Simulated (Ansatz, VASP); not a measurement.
**Ge in VASP and in Ansatz**

INCAR

```
SYSTEM = Ge
PREC = Accurate ; ENCUT = 500
EDIFF = 1E-6 ; ISMEAR = 0
SIGMA = 0.15 ; LREAL = .False.
LASPH = .True. ; NELM = 200
ALGO = Normal ; ISIF = 2
LWAVE = .False. ; LCHARG = .True.
ISPIN = 2 ; MAGMOM = 0.5 -0.5
LORBIT = 11 ; GGA = LIBXC
LIBXC1 = GGA_X_PBE ; LIBXC2 = GGA_C_PBE_SOL
LELF = .True. ; LVHAR = .True.
NBANDS = 25 ; GGA_COMPAT = .False.
```

The input KPOINTS:

```
Automatic mesh
0
Gamma
  8 8 8
  0 0 0
```

POSCAR

```
Ge
1.0
    0.0000000000      2.7711609388      2.7711609388
    2.7711609388      0.0000000000      2.7711609388
    2.7711609388      2.7711609388      0.0000000000
Ge
2
Direct
    0.7500000000      0.7500000000      0.7500000000
    0.5000000000      0.5000000000      0.5000000000
```

Contents of input.yaml:

```yaml
crystal:
  lattice:
    - [0.0, 2.7711609388, 2.7711609388]
    - [2.7711609388, 0.0, 2.7711609388]
    - [2.7711609388, 2.7711609388, 0.0]
  atoms:
    - { symbol: Ge, position: [0.75, 0.75, 0.75], spin: 0.5 }
    - { symbol: Ge, position: [0.5, 0.5, 0.5], spin: -0.5 }
kpoints:
  mp_grid: { grid: [8, 8, 8] }
scf:
  occupations: { method: gaussian, width: 0.15 }
hamiltonian:
  xc: { exchange: pbe, correlation: pbesol }
  pseudopotentials: { kind: all_electron, lapw: { basis_error: 0.001 } }
magnetization:
  spin_polarized: true
output:
  forces: true
  stress: true
  eigenvalues: true
```

Change from the starting cell: volume scaled by 0.94.

Alike in both runs: task single point; functional pbe exchange, pbesol correlation; k mesh 8 × 8 × 8; occupations gaussian, width 0.15 eV; collinear spin.

```csv
,VASP,Ansatz
version,VASP 6.6.1,Ansatz 0.2.0
potentials or method,"VASP PAW PBE potentials, release 64 (Ge_d), cutoff 500 eV","all-electron LAPW, scalar-relativistic"
```

VASP gave:

- gap on the k mesh at the Fermi level (eV): 0.36
- least direct gap on the mesh (eV): 0.53
- pressure (GPa): 9.6
- net moment per atom (μB): 0.00

**Question.** Which values does Ansatz return?

**Answer.** gap on the k mesh at the Fermi level (eV): 0.36; least direct gap on the mesh (eV): 0.53; pressure (GPa): 9.7; net moment per atom (μB): 0.00.

VASP's potentials were made for PBE, not for pbe exchange, pbesol correlation. Ansatz ran all-electron here, and VASP with PAW potentials.
